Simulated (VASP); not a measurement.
# WSe2 (P1) in VASP: single point with PBE

Aim: the single point of WSe2 with PBE.

Everything below comes from runs of VASP 6.6.1. Logs are shortened: lines on timing, memory, paths and dates and some standing lists are left out, and cuts for length are marked.

### Step 1. The cell of the first run

The typed cell holds 6 atoms: a = 3.290 Å, b = 3.290 Å, c = 12.970 Å, α = 90.00°, β = 90.00°, γ = 120.00°.

### Step 2. Single point, PBE (atoms moved at random)

File INCAR:

```
SYSTEM = WSe2
  ALGO = Normal
  EDIFF = 1E-6
  ENCUT = 520
  GGA = PE
  ISIF = 2
  ISMEAR = 0
  LASPH = .True.
  LCHARG = .True.
  LELF = .True.
  LREAL = .False.
  LVHAR = .True.
  LWAVE = .False.
  NBANDS = 35
  NELM = 100
  PREC = Accurate
  SIGMA = 0.05
```

File KPOINTS:

```
k-points
0
Gamma
  12 12 2
  0 0 0
```

File POSCAR:

```
WSe2
1.0
    3.2899984505      0.0000000000      0.0000000000
   -1.6449992252      2.8492222365      0.0000000000
    0.0000000000      0.0000000000     12.9700000000
W Se
2 4
Direct
    0.3372178186      0.6601644017      0.2543194314
    0.6572163416      0.3377361376      0.7472475234
    0.3477955300      0.6830256180      0.6244043106
    0.6594705195      0.3285166216      0.1220357321
    0.3244594486      0.6565377189      0.8743591804
    0.6738403417      0.3340195021      0.3776338221
```

Potentials or basis: VASP PAW PBE potentials, release 64 (W_sv, Se).

On the command line:

```sh
cat potpaw_PBE.64/W_sv/POTCAR potpaw_PBE.64/Se/POTCAR > POTCAR
mpirun -np 1 vasp_std > vasp.out
```

OUTCAR:

```text
SYSTEM = WSe2
   EDIFF = 1E-6
   ENCUT = 520
   GGA = PE
   ISIF = 2
   ISMEAR = 0
   LASPH = .True.
   LREAL = .False.
   NELM = 100
   PREC = Accurate

 ion  position               nearest neighbor table
   1  0.337  0.660  0.254-   6 2.47   6 2.48   6 2.50   4 2.53   4 2.56   4 2.58
   2  0.657  0.338  0.747-   3 2.45   3 2.45   5 2.48   5 2.52   3 2.53   5 2.55
   3  0.348  0.683  0.624-   2 2.45   2 2.45   2 2.53
   4  0.659  0.329  0.122-   1 2.53   1 2.56   1 2.58
   5  0.324  0.657  0.874-   2 2.48   2 2.52   2 2.55
   6  0.674  0.334  0.378-   1 2.47   1 2.48   1 2.50

  LATTYP: Found a hexagonal cell.
 ALAT       =     3.2899984505
 C/A-ratio  =     3.9422510968

  Lattice vectors:

 A1 = (   3.2899984505,   0.0000000000,   0.0000000000)
 A2 = (  -1.6449992252,   2.8492222365,   0.0000000000)
 A3 = (   0.0000000000,   0.0000000000,  12.9700000000)

Analysis of symmetry for initial positions (statically):
=====================================================================
 Subroutine PRICEL returns:
 Original cell was already a primitive cell.

 Routine SETGRP: Setting up the symmetry group for a
 hexagonal supercell.

 Subroutine GETGRP returns: Found  1 space group operations
 (whereof  1 operations were pure point group operations)
 out of a pool of 24 trial point group operations.

The static configuration has the point symmetry C_1 .

Analysis of symmetry for dynamics (positions and initial velocities):
=====================================================================
 Subroutine PRICEL returns:
 Original cell was already a primitive cell.

 Routine SETGRP: Setting up the symmetry group for a
 hexagonal supercell.

 Subroutine GETGRP returns: Found  1 space group operations
 (whereof  1 operations were pure point group operations)
 out of a pool of 24 trial point group operations.

The dynamic configuration has the point symmetry C_1 .

 Subroutine INISYM returns: Found  1 space group operations
 (whereof  1 operations are pure point group operations),
 and found     1 'primitive' translations

----------------------------------------------------------------------------------------

                                     Primitive cell

  volume of cell :     121.5800

  direct lattice vectors                    reciprocal lattice vectors
     3.289998451  0.000000000  0.000000000     0.303951511  0.175486487  0.000000000
    -1.644999225  2.849222237  0.000000000     0.000000000  0.350972973  0.000000000
     0.000000000  0.000000000 12.970000000     0.000000000  0.000000000  0.077101002

  length of vectors
     3.289998451  3.289998450 12.970000000     0.350972973  0.350972973  0.077101002

  position of ions in fractional coordinates (direct lattice)
     0.337217819  0.660164402  0.254319431
     0.657216342  0.337736138  0.747247523
     0.347795530  0.683025618  0.624404311
     0.659470519  0.328516622  0.122035732
     0.324459449  0.656537719  0.874359180
     0.673840342  0.334019502  0.377633822

  ion indices of the primitive-cell ions
   primitive index   ion index
                 1           1
                 2           2
                 3           3
                 4           4
                 5           5
                 6           6

----------------------------------------------------------------------------------------

 KPOINTS: k-points

Automatic generation of k-mesh.
 Grid dimensions read from file:
 generate k-points for:   12   12    2

 Generating k-lattice:

  Cartesian coordinates                     Fractional coordinates (reciprocal lattice)
     0.025329293  0.014623874  0.000000000     0.083333333 -0.000000000  0.000000000
     0.000000000  0.029247748  0.000000000     0.000000000  0.083333333  0.000000000
     0.000000000  0.000000000  0.038550501     0.000000000  0.000000000  0.500000000

  Length of vectors
     0.029247748  0.029247748  0.038550501

  Shift w.r.t. Gamma in fractional coordinates (k-lattice)
     0.000000000  0.000000000  0.000000000

 Subroutine IBZKPT returns following result:
 ===========================================

 Found    148 irreducible k-points:

 Following reciprocal coordinates:
            Coordinates               Weight
  0.000000  0.000000  0.000000      1.000000
  0.083333 -0.000000  0.000000      2.000000
  0.000000  0.083333  0.000000      2.000000
 -0.083333  0.083333  0.000000      2.000000
  0.166667 -0.000000  0.000000      2.000000
  0.000000  0.166667  0.000000      2.000000
[... 16 lines left out ...]
  0.166667  0.083333  0.000000      2.000000
 -0.083333  0.250000  0.000000      2.000000
 [... further k-points ...]
   k-points           NKPTS =    148   k-points in BZ     NKDIM =    148   number of bands    NBANDS=     35
   number of dos      NEDOS =    301   number of ions     NIONS =      6
   total plane-waves  NPLWV =  55296
   dimension x,y,z NGX =    24 NGY =   24 NGZ =   96
   dimension x,y,z NGXF=    48 NGYF=   48 NGZF=  192
   ions per type =               2   4
   NGX,Y,Z   is equivalent  to a cutoff of  12.13, 12.13, 12.31 a.u.
   NGXF,Y,Z  is equivalent  to a cutoff of  24.25, 24.25, 24.61 a.u.
 SYSTEM =  WSe2
   PREC   = accura    normal or accurate (medium, high low for compatibility)
   ISTART =      0    job   : 0-new  1-cont  2-samecut
   ICHARG =      2    charge: 1-file 2-atom 10-const
   ISPIN  =      1    spin polarized calculation?
   LNONCOLLINEAR =      F non collinear calculations
   LSORBIT =      F    spin-orbit coupling
   LASPH  =      T    aspherical Exc in radial PAW
   ENCUT  =  520.0 eV  38.22 Ry    6.18 a.u.   6.12  6.12 24.12*2*pi/ulx,y,z
   NELM   =    100;   NELMIN=  2; NELMDL= -5     # of ELM steps
   EDIFF  = 0.1E-05   stopping-criterion for ELM
   LREAL  =      F    real-space projection
   EDIFFG = 0.1E-04   stopping-criterion for IOM
   NSW    =      0    number of steps for IOM
   IBRION =     -1    ionic relax: 0-MD 1-quasi-New 2-CG
   NFREE  =      0    steps in history (QN), initial steepest desc. (CG)
   ISIF   =      2    stress and relaxation
   ISYM   =      2    0-nonsym 1-usesym 2-fastsym
   POTIM  = 0.5000    time-step for ionic-motion
   TEBEG  =    0.0;   TEEND  =   0.0 temperature during run
   PSTRESS=    0.0 pullay stress
   NELECT =      52.0000    total number of electrons
   NUPDOWN=      -1.0000    fix difference up-down
   EMIN   =  10.00;   EMAX   =-10.00  energy-range for DOS
   EFERMI =   0.00;   METHOD = LEGACY
   ISMEAR =     0;   SIGMA  =   0.05  broadening in eV -4-tet -1-fermi 0-gaus
   EFERMI_NEDOS =   21; number of points for ismear=-14 and -15
   IALGO  =     38    algorithm
   IMIX   =      4    mixing-type and parameters
     AMIX     =   0.40;   BMIX     =  1.00
     AMIX_MAG =   1.60;   BMIX_MAG =  1.00
  volume/ion in A,a.u.               =      20.26       136.74
  Fermi-wavevector in a.u.,A,eV,Ry     =   1.233451  2.330885 20.699927  1.521402
  Thomas-Fermi vector in A             =   2.368181
   LORBIT       =      0    0 simple, 1 ext, 2 COOP (PROOUT), +10 PAW based schemes
   GGA     = PE    functional components
   LHFCALC =     F    Hartree Fock is set to
   AEXX    =    0.0000 exact exchange contribution
   IVDW    =     0    specifies the selected vdW correction
   LEPSILON=     F    determine dielectric tensor
   LRPA    =     F    only Hartree local field effects (RPA)
 non-spin polarized calculation
 Gauss-broadening in eV      SIGMA  =   0.05
  energy-cutoff  :      520.00
  volume of cell :      121.58
 maximum number of plane-waves:      3324
   NGX = 13   NGY = 13   NGZ = 49

 number of electron      52.0000002 magnetization

 Free energy of the ion-electron system (eV)
  ---------------------------------------------------
  ext. energy  EPLUGINS =         0.00000000
  ---------------------------------------------------
  free energy    TOTEN  =       -42.93333607 eV

  energy without entropy =      -42.93333607  energy(sigma->0) =      -42.93333607

 E-fermi :   6.6571     XC(G=0): -10.7143

 val. band max:        6.3980615174   @ k =   0.0000   0.0000   0.0000
 cond. band min:       7.2879365672   @ k =   0.1667   0.1667   0.0000
 fundamental gap:      0.8898750498
 Fermi energy:         6.6571227472

 k-point     1 :       0.0000    0.0000    0.0000
  band No.  band energies     occupation
      1     -68.0402      2.00000
      2     -68.0309      2.00000
      3     -32.3093      2.00000
      4     -32.2852      2.00000
      5     -32.2057      2.00000
      6     -32.1928      2.00000
[... 27 lines left out ...]
     34       9.4336      0.00000
     35      10.7807      0.00000

 k-point     2 :       0.0833   -0.0000    0.0000
  band No.  band energies     occupation
      1     -68.0395      2.00000
      2     -68.0303      2.00000
      3     -32.3062      2.00000
      4     -32.2821      2.00000
      5     -32.2120      2.00000
      6     -32.2066      2.00000
[... 27 lines left out ...]
     34       9.4179      0.00000
     35      11.4107      0.00000

 k-point     3 :       0.0000    0.0833    0.0000
  band No.  band energies     occupation
      1     -68.0395      2.00000
      2     -68.0303      2.00000
      3     -32.3061      2.00000
      4     -32.2821      2.00000
      5     -32.2190      2.00000
      6     -32.1998      2.00000
[... 27 lines left out ...]
     34       9.3699      0.00000
     35      11.4055      0.00000
[... 723 lines left out ...]
 k-point    23 :       0.1667    0.0833    0.0000
  band No.  band energies     occupation
      1     -68.0359      2.00000
      2     -68.0267      2.00000
      3     -32.2909      2.00000
      4     -32.2875      2.00000
      5     -32.2672      2.00000
      6     -32.2560      2.00000
[... 27 lines left out ...]
     34      10.2249      0.00000
     35      12.9770      0.00000

 k-point    24 :      -0.0833    0.2500    0.0000
  band No.  band energies     occupation
      1     -68.0358      2.00000
      2     -68.0267      2.00000
      3     -32.3018      2.00000
      4     -32.2890      2.00000
      5     -32.2670      2.00000
      6     -32.2578      2.00000
[... 27 lines left out ...]
     34      10.1817      0.00000
     35      12.9599      0.00000

 [... further k-points ...]

------------------------ aborting loop because EDIFF is reached ----------------------------------------

  FORCE on cell =-STRESS in cart. coord.  units (eV):
  Direction    XX          YY          ZZ          XY          YZ          ZX
  --------------------------------------------------------------------------------------
  -------------------------------------------------------------------------------------
  Total        4.7037753      4.4967755      7.8532233     -0.5679266      0.8810103     -0.0004232
  in kB       61.9862200     59.2583829    103.4895587     -7.4841206     11.6099296     -0.0055771
  external PRESSURE =      74.9113872 kB  Pullay stress =       0.0000000 kB

 VOLUME and BASIS-vectors are now :
 -----------------------------------------------------------------------------
  energy-cutoff  :      520.00
  volume of cell :      121.58
      direct lattice vectors                 reciprocal lattice vectors
     3.289998451  0.000000000  0.000000000     0.303951511  0.175486487  0.000000000
    -1.644999225  2.849222237  0.000000000     0.000000000  0.350972973  0.000000000
     0.000000000  0.000000000 12.970000000     0.000000000  0.000000000  0.077101002

 POSITION                                       TOTAL-FORCE (eV/Angst)
 -----------------------------------------------------------------------------------
      0.02348      1.88096      3.29852        -0.347063      0.273731     -1.766124
      1.60667      0.96229      9.69180         0.902425     -0.027231      0.954712
      0.02067      1.94609      8.09852        -0.613514     -0.349173     -1.756490
      1.62925      0.93602      1.58280         0.319556     -0.054976      0.282274
     -0.01253      1.87062     11.34044        -0.281761      0.369910      0.826193
      1.66747      0.95170      4.89791         0.020358     -0.212261      1.459435
 -----------------------------------------------------------------------------------
    total drift:                                0.000034     -0.000082      0.000157

  FREE ENERGIE OF THE ION-ELECTRON SYSTEM (eV)
  ---------------------------------------------------
  free  energy   TOTEN  =       -42.9333360727 eV

  energy  without entropy=      -42.9333360727  energy(sigma->0) =      -42.93333607
```

Run time: 5.2 min. Hardware: 1 thread of Intel Xeon 6975P-C (Granite Rapids), shared host; peak memory 0.59 GiB.

What came out:

| Property | Result |
| --- | --- |
| Free energy | -42.9333 eV |
| Pressure | 7.5 GPa |
| Largest force | 1.893 eV/Å |
| Band gap on the k mesh | 0.89 eV (least direct gap 1.38 eV) |

Forces in eV/Å, atoms in the order of the input:
```
W   -0.347  0.274 -1.766
W    0.902 -0.027  0.955
Se  -0.614 -0.349 -1.756
Se   0.320 -0.055  0.282
Se  -0.282  0.370  0.826
Se   0.020 -0.212  1.459
```

Stress tensor (GPa, compression positive):
```
 6.20 -0.75  0.00
-0.75  5.93  1.16
 0.00  1.16 10.35
```

Caveat: the cell differs from its parent crystal (atoms moved at random); the cell stands under pressure; spin-orbit coupling is left out, which moves the levels of the heavy elements; forces of over 1 eV/Å act on the atoms, so gaps and moduli don't describe the material at rest.
